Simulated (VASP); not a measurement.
CdSe (Cadmoselite):

```
Cd Se
1.0
     4.30000    0.00000    0.00000
    -2.15000    3.72391    0.00000
     0.00000    0.00000    7.02000
Cd Se
2 2
Direct
  0.33333 0.66667 0.00000
  0.66667 0.33333 0.50000
  0.33333 0.66667 0.38500
  0.66667 0.33333 0.88500
```

* Program: VASP 6.6.1
* Task: relaxation of the atoms
* Functional: PBE
* Potentials or basis: VASP PAW PBE potentials, release 64 (Cd, Se)
* Cutoff: 520 eV
* k mesh: 9 × 9 × 5
* Occupations: fermi-dirac, width 0.01 eV
* Spin: no spin polarisation

At the start: pressure 3.3 GPa; volume 28.10 Å³/atom.

**Question.** How do energy, volume and symmetry change on relaxing?

**Answer.** Over 3 steps the energy falls by 5.1 meV/atom; space group P6_3mc (No. 186, to 0.05 Å).

Step by step:
```
step  energy change (eV)  largest force (eV/Å)  pressure (GPa)
   1              0.0000                0.2909            3.33
   2             -0.0132                0.1782            3.28
   3             -0.0203                0.0060            3.24
```

Final structure:
```yaml
crystal:
  lattice:
    - [4.30000, 0.00000, 0.00000]
    - [-2.15000, 3.72391, 0.00000]
    - [0.00000, 0.00000, 7.02000]
  atoms:
    - { symbol: Cd, position: [0.33333, 0.66667, 0.00482] }
    - { symbol: Cd, position: [0.66667, 0.33333, 0.50482] }
    - { symbol: Se, position: [0.33333, 0.66667, 0.38018] }
    - { symbol: Se, position: [0.66667, 0.33333, 0.88018] }
```
